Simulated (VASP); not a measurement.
Here is a VASP 6.6.1 calculation.

File INCAR:

```
SYSTEM = Zn4As3O
ALGO = Normal
EDIFF = 1E-6
ENCUT = 520
GGA = PE
ISIF = 2
ISMEAR = -1
LASPH = .TRUE.
LCHARG = .FALSE.
LREAL = .FALSE.
LWAVE = .FALSE.
NBANDS = 44
NELM = 100
PREC = Accurate
SIGMA = 0.1
```

KPOINTS

```
k-points
0
G
  5 5 5
  0 0 0
```

Contents of POSCAR:

```
Zn4As3O
1.0
    1.9734583674      3.4181301590      0.0000000000
   -1.9734583674      3.4181301590      0.0000000000
    0.0000000000     -2.2787534393     10.4674225927
O Zn As
1 4 3
Direct
    0.5000000000      0.5000000000      0.5000000000
    0.0885046859      0.0885046859      0.2655140578
    0.9114953141      0.9114953141      0.7344859422
    0.2917655261      0.2917655261      0.8752965782
    0.7082344739      0.7082344739      0.1247034218
    0.2072287400      0.2072287400      0.6216862199
    0.7927712600      0.7927712600      0.3783137801
    0.0000000000      0.0000000000      0.0000000000
```

Potentials or basis: VASP PAW PBE potentials, release 64 (O, Zn, As).

Launch:

```bash
$ cat potpaw_PBE.64/O/POTCAR potpaw_PBE.64/Zn/POTCAR potpaw_PBE.64/As/POTCAR > POTCAR
$ mpirun -np 1 vasp_std > vasp.out
```

Task: What does it give for the band gap on the k mesh?

Result: Zero (an odd number of electrons rules out a gap without spin polarisation).

Task: Estimate the pressure.

Result: 0.2 GPa.

Forces in eV/Å, atoms in the order of the input:
```
O    0.000  0.000  0.000
Zn   0.000  0.000  0.003
Zn   0.000  0.000 -0.003
Zn   0.000  0.000  0.004
Zn   0.000  0.000 -0.004
As   0.000  0.000 -0.032
As   0.000  0.000  0.032
As   0.000  0.000  0.000
```

Caveat: the k points lie up to 0.37 Å⁻¹ apart, too coarse for converged energies and pressures of a metal; an odd number of electrons without spin polarisation forces a metal; a magnetic or distorted state may lie lower.
